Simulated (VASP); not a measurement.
# YBe in VASP: a series of runs

Runs on YBe. Level: PBE. Tasks: single point.

Program: VASP 6.6.1. These are calculated values, not measurements. Logs are shortened: lines on timing, memory, paths and dates and some standing lists are left out, and cuts for length are marked.

**1. The cell of the first run**

It takes space group Pm-3m (No. 221, cubic). The conventional cell has a = 3.423 Å, b = 3.423 Å, c = 3.423 Å, α = 90.00°, β = 90.00°, γ = 90.00°. Within 3.9 Å of Y (site symmetry m-3m) lie 8 Be at 2.96 Å and 6 Y at 3.42 Å. Be (site symmetry m-3m) has 8 Y at 2.96 Å and 6 Be at 3.42 Å within 3.9 Å.

**2. Single point, PBE**

INCAR reads:

```
SYSTEM = YBe
  ALGO = Fast
  EDIFF = 1E-6
  ENCUT = 520
  GGA = PE
  ISIF = 2
  ISMEAR = 0
  LASPH = .True.
  LCHARG = .False.
  LREAL = .False.
  LWAVE = .False.
  NBANDS = 14
  NELM = 100
  PREC = Accurate
  SIGMA = 0.1
```

KPOINTS reads:

```
k-points
0
Gamma
  6 6 6
  0 0 0
```

POSCAR reads:

```
YBe
1.0
    3.4227086950      0.0000000000      0.0000000000
    0.0000000000      3.4227086950      0.0000000000
    0.0000000000      0.0000000000      3.4227086950
Y Be
1 1
Direct
    0.0000000000      0.0000000000      0.0000000000
    0.5000000000      0.5000000000      0.5000000000
```

Potentials or basis: VASP PAW PBE potentials, release 64 (Y_sv, Be).

Launch:

```sh
cat potpaw_PBE.64/Y_sv/POTCAR potpaw_PBE.64/Be/POTCAR > POTCAR
mpirun -np 1 vasp_std > vasp.out
```

OUTCAR:

```text
SYSTEM = YBe
   EDIFF = 1E-6
   ENCUT = 520
   GGA = PE
   ISIF = 2
   ISMEAR = 0
   LASPH = .True.
   LREAL = .False.
   NELM = 100
   PREC = Accurate

 ion  position               nearest neighbor table
   1  0.000  0.000  0.000-   2 2.96   2 2.96   2 2.96   2 2.96   2 2.96   2 2.96   2 2.96   2 2.96

   2  0.500  0.500  0.500-   1 2.96   1 2.96   1 2.96   1 2.96   1 2.96   1 2.96   1 2.96   1 2.96

  LATTYP: Found a simple cubic cell.
 ALAT       =     3.4227086950

  Lattice vectors:

 A1 = (   3.4227086950,   0.0000000000,   0.0000000000)
 A2 = (   0.0000000000,   3.4227086950,   0.0000000000)
 A3 = (   0.0000000000,   0.0000000000,   3.4227086950)

Analysis of symmetry for initial positions (statically):
=====================================================================
 Subroutine PRICEL returns:
 Original cell was already a primitive cell.

 Routine SETGRP: Setting up the symmetry group for a
 simple cubic supercell.

 Subroutine GETGRP returns: Found 48 space group operations
 (whereof 48 operations were pure point group operations)
 out of a pool of 48 trial point group operations.

The static configuration has the point symmetry O_h .

Analysis of symmetry for dynamics (positions and initial velocities):
=====================================================================
 Subroutine PRICEL returns:
 Original cell was already a primitive cell.

 Routine SETGRP: Setting up the symmetry group for a
 simple cubic supercell.

 Subroutine GETGRP returns: Found 48 space group operations
 (whereof 48 operations were pure point group operations)
 out of a pool of 48 trial point group operations.

The dynamic configuration has the point symmetry O_h .

 Subroutine INISYM returns: Found 48 space group operations
 (whereof 48 operations are pure point group operations),
 and found     1 'primitive' translations

----------------------------------------------------------------------------------------

                                     Primitive cell

  volume of cell :      40.0968

  direct lattice vectors                    reciprocal lattice vectors
     3.422708695  0.000000000  0.000000000     0.292166260  0.000000000  0.000000000
     0.000000000  3.422708695  0.000000000     0.000000000  0.292166260  0.000000000
     0.000000000  0.000000000  3.422708695     0.000000000  0.000000000  0.292166260

  length of vectors
     3.422708695  3.422708695  3.422708695     0.292166260  0.292166260  0.292166260

  position of ions in fractional coordinates (direct lattice)
     0.000000000  0.000000000  0.000000000
     0.500000000  0.500000000  0.500000000

  ion indices of the primitive-cell ions
   primitive index   ion index
                 1           1
                 2           2

----------------------------------------------------------------------------------------

 KPOINTS: k-points

Automatic generation of k-mesh.
 Grid dimensions read from file:
 generate k-points for:    6    6    6

 Generating k-lattice:

  Cartesian coordinates                     Fractional coordinates (reciprocal lattice)
     0.048694377  0.000000000  0.000000000     0.166666667  0.000000000  0.000000000
     0.000000000  0.048694377  0.000000000     0.000000000  0.166666667  0.000000000
     0.000000000  0.000000000  0.048694377     0.000000000  0.000000000  0.166666667

  Length of vectors
     0.048694377  0.048694377  0.048694377

  Shift w.r.t. Gamma in fractional coordinates (k-lattice)
     0.000000000  0.000000000  0.000000000

 Subroutine IBZKPT returns following result:
 ===========================================

 Found     20 irreducible k-points:

 Following reciprocal coordinates:
            Coordinates               Weight
  0.000000  0.000000  0.000000      1.000000
  0.166667  0.000000  0.000000      6.000000
  0.333333  0.000000  0.000000      6.000000
  0.500000  0.000000  0.000000      3.000000
  0.166667  0.166667  0.000000     12.000000
  0.333333  0.166667  0.000000     24.000000
[... 12 lines left out ...]
  0.500000  0.500000  0.333333      6.000000
  0.500000  0.500000  0.500000      1.000000
   k-points           NKPTS =     20   k-points in BZ     NKDIM =     20   number of bands    NBANDS=     14
   number of dos      NEDOS =    301   number of ions     NIONS =      2
   total plane-waves  NPLWV =  21952
   dimension x,y,z NGX =    28 NGY =   28 NGZ =   28
   dimension x,y,z NGXF=    56 NGYF=   56 NGZF=   56
   ions per type =               1   1
   NGX,Y,Z   is equivalent  to a cutoff of  13.60, 13.60, 13.60 a.u.
   NGXF,Y,Z  is equivalent  to a cutoff of  27.20, 27.20, 27.20 a.u.
 SYSTEM =  YBe
   PREC   = accura    normal or accurate (medium, high low for compatibility)
   ISTART =      0    job   : 0-new  1-cont  2-samecut
   ICHARG =      2    charge: 1-file 2-atom 10-const
   ISPIN  =      1    spin polarized calculation?
   LNONCOLLINEAR =      F non collinear calculations
   LSORBIT =      F    spin-orbit coupling
   LASPH  =      T    aspherical Exc in radial PAW
   ENCUT  =  520.0 eV  38.22 Ry    6.18 a.u.   6.36  6.36  6.36*2*pi/ulx,y,z
   NELM   =    100;   NELMIN=  2; NELMDL= -5     # of ELM steps
   EDIFF  = 0.1E-05   stopping-criterion for ELM
   LREAL  =      F    real-space projection
   EDIFFG = 0.1E-04   stopping-criterion for IOM
   NSW    =      0    number of steps for IOM
   IBRION =     -1    ionic relax: 0-MD 1-quasi-New 2-CG
   NFREE  =      0    steps in history (QN), initial steepest desc. (CG)
   ISIF   =      2    stress and relaxation
   ISYM   =      2    0-nonsym 1-usesym 2-fastsym
   POTIM  = 0.5000    time-step for ionic-motion
   TEBEG  =    0.0;   TEEND  =   0.0 temperature during run
   PSTRESS=    0.0 pullay stress
   NELECT =      13.0000    total number of electrons
   NUPDOWN=      -1.0000    fix difference up-down
   EMIN   =  10.00;   EMAX   =-10.00  energy-range for DOS
   EFERMI =   0.00;   METHOD = LEGACY
   ISMEAR =     0;   SIGMA  =   0.10  broadening in eV -4-tet -1-fermi 0-gaus
   EFERMI_NEDOS =   21; number of points for ismear=-14 and -15
   IALGO  =     68    algorithm
   IMIX   =      4    mixing-type and parameters
     AMIX     =   0.40;   BMIX     =  1.00
     AMIX_MAG =   1.60;   BMIX_MAG =  1.00
  volume/ion in A,a.u.               =      20.05       135.29
  Fermi-wavevector in a.u.,A,eV,Ry     =   1.124655  2.125290 17.209316  1.264849
  Thomas-Fermi vector in A             =   2.261328
   LORBIT       =      0    0 simple, 1 ext, 2 COOP (PROOUT), +10 PAW based schemes
   GGA     = PE    functional components
   LHFCALC =     F    Hartree Fock is set to
   AEXX    =    0.0000 exact exchange contribution
   IVDW    =     0    specifies the selected vdW correction
   LEPSILON=     F    determine dielectric tensor
   LRPA    =     F    only Hartree local field effects (RPA)
 non-spin polarized calculation
 RMM-DIIS sequential band-by-band and
 Gauss-broadening in eV      SIGMA  =   0.10
  energy-cutoff  :      520.00
  volume of cell :       40.10
 maximum number of plane-waves:      1108
 NGX is ok and might be reduce to    28
   NGX = 13   NGY = 13   NGZ = 13

 number of electron      12.9999999 magnetization

 Free energy of the ion-electron system (eV)
  ---------------------------------------------------
  ext. energy  EPLUGINS =         0.00000000
  ---------------------------------------------------
  free energy    TOTEN  =       -10.02333420 eV

  energy without entropy =      -10.01130361  energy(sigma->0) =      -10.01731891

 E-fermi :   3.5934     XC(G=0):  -9.8430

 val. band max:        3.5918939017   @ k =   0.1667   0.1667   0.1667
 cond. band min:       3.6301009906   @ k =   0.1667   0.0000   0.0000
 fundamental gap:      0.0382070888
 Fermi energy:         3.5934375178

 k-point     1 :       0.0000    0.0000    0.0000
  band No.  band energies     occupation
      1     -38.7141      2.00000
      2     -18.5045      2.00000
      3     -18.5045      2.00000
      4     -18.5045      2.00000
      5      -2.6084      2.00000
      6       3.4475      1.96094
      7       3.4475      1.96094
      8       7.6720      0.00000
      9       7.6720      0.00000
     10       7.6720      0.00000
     11       8.5486      0.00000
     12       8.5486      0.00000
     13       8.5486      0.00000
     14      14.3256      0.00000

 k-point     2 :       0.1667    0.0000    0.0000
  band No.  band energies     occupation
      1     -38.7042      2.00000
      2     -18.6328      2.00000
      3     -18.4926      2.00000
      4     -18.4926      2.00000
      5      -2.1870      2.00000
      6       3.3026      1.99996
      7       3.6301      0.60411
      8       6.5143      0.00000
      9       6.5143      0.00000
     10       7.4782      0.00000
     11       8.6265      0.00000
     12       9.8601      0.00000
     13       9.8601      0.00000
     14      14.4380      0.00000

 k-point     3 :       0.3333    0.0000    0.0000
  band No.  band energies     occupation
      1     -38.6842      2.00000
      2     -18.8797      2.00000
      3     -18.4689      2.00000
      4     -18.4689      2.00000
      5      -1.0725      2.00000
      6       2.1938      2.00000
      7       4.0539      0.00000
      8       5.4514      0.00000
      9       5.4514      0.00000
     10       8.5075      0.00000
     11       8.7905      0.00000
     12      11.5578      0.00000
     13      11.5578      0.00000
     14      12.2766      0.00000

 k-point     4 :       0.5000    0.0000    0.0000
  band No.  band energies     occupation
      1     -38.6742      2.00000
      2     -18.9987      2.00000
      3     -18.4569      2.00000
      4     -18.4569      2.00000
      5       0.2873      2.00000
      6       0.7000      2.00000
      7       4.3078      0.00000
      8       5.0645      0.00000
      9       5.0645      0.00000
     10       8.8771      0.00000
     11       9.9690      0.00000
     12      11.4166      0.00000
     13      12.8255      0.00000
     14      12.8256      0.00000

 k-point     5 :       0.1667    0.1667    0.0000
  band No.  band energies     occupation
      1     -38.6943      2.00000
      2     -18.6257      2.00000
      3     -18.6126      2.00000
      4     -18.4811      2.00000
      5      -1.7851      2.00000
      6       3.4996      1.81553
      7       3.4997      1.81483
      8       5.5893      0.00000
      9       6.3115      0.00000
     10       7.9859      0.00000
     11       8.0357      0.00000
[... 208 lines left out ...]
 k-point    18 :       0.5000    0.3333    0.3333
  band No.  band energies     occupation
      1     -38.6169      2.00000
      2     -18.8899      2.00000
      3     -18.7695      2.00000
      4     -18.7576      2.00000
      5       0.9475      2.00000
      6       2.0562      2.00000
      7       2.1242      2.00000
      8       6.3369      0.00000
      9       6.7538      0.00000
     10       6.9422      0.00000
     11       8.4623      0.00000
     12      10.5538      0.00000
     13      12.9456      0.00000
     14      13.4575      0.00000

 k-point    19 :       0.5000    0.5000    0.3333
  band No.  band energies     occupation
      1     -38.6074      2.00000
      2     -18.8718      2.00000
      3     -18.8718      2.00000
      4     -18.7474      2.00000
      5       1.0936      2.00000
      6       1.8909      2.00000
      7       1.8909      2.00000
      8       5.7248      0.00000
      9       6.9264      0.00000
     10       8.8259      0.00000
     11       8.8259      0.00000
     12      10.2710      0.00000
     13      11.8863      0.00000
     14      13.0053      0.00000

 k-point    20 :       0.5000    0.5000    0.5000
  band No.  band energies     occupation
      1     -38.5980      2.00000
      2     -18.8540      2.00000
      3     -18.8540      2.00000
      4     -18.8540      2.00000
      5       1.5288      2.00000
      6       1.5288      2.00000
      7       1.5288      2.00000
      8       4.8017      0.00000
      9       9.5833      0.00000
     10       9.5833      0.00000
     11       9.5833      0.00000
     12      10.3110      0.00000
     13      10.3110      0.00000
     14      13.1695      0.00000

------------------------ aborting loop because EDIFF is reached ----------------------------------------

  FORCE on cell =-STRESS in cart. coord.  units (eV):
  Direction    XX          YY          ZZ          XY          YZ          ZX
  --------------------------------------------------------------------------------------
  -------------------------------------------------------------------------------------
  Total       -0.0367431     -0.0367431     -0.0367431     -0.0000000      0.0000000     -0.0000000
  in kB       -1.4681689     -1.4681689     -1.4681689     -0.0000000      0.0000000     -0.0000000
  external PRESSURE =      -1.4681689 kB  Pullay stress =       0.0000000 kB

 VOLUME and BASIS-vectors are now :
 -----------------------------------------------------------------------------
  energy-cutoff  :      520.00
  volume of cell :       40.10
      direct lattice vectors                 reciprocal lattice vectors
     3.422708695  0.000000000  0.000000000     0.292166260  0.000000000  0.000000000
     0.000000000  3.422708695  0.000000000     0.000000000  0.292166260  0.000000000
     0.000000000  0.000000000  3.422708695     0.000000000  0.000000000  0.292166260

 POSITION                                       TOTAL-FORCE (eV/Angst)
 -----------------------------------------------------------------------------------
      0.00000      0.00000      0.00000         0.000000      0.000000      0.000000
      1.71135      1.71135      1.71135         0.000000      0.000000      0.000000
 -----------------------------------------------------------------------------------
    total drift:                               -0.000000     -0.000000     -0.000000

  FREE ENERGIE OF THE ION-ELECTRON SYSTEM (eV)
  ---------------------------------------------------
  free  energy   TOTEN  =       -10.0233342001 eV

  energy  without entropy=      -10.0113036122  energy(sigma->0) =      -10.01731891
```

Run time: 15 s. Hardware: 1 thread of Intel Xeon 6975P-C, shared host; peak memory 0.17 GiB.

What came out:

```
Free energy : -10.0233 eV
Pressure    : -0.1 GPa
```

[end of part 1 of 2]
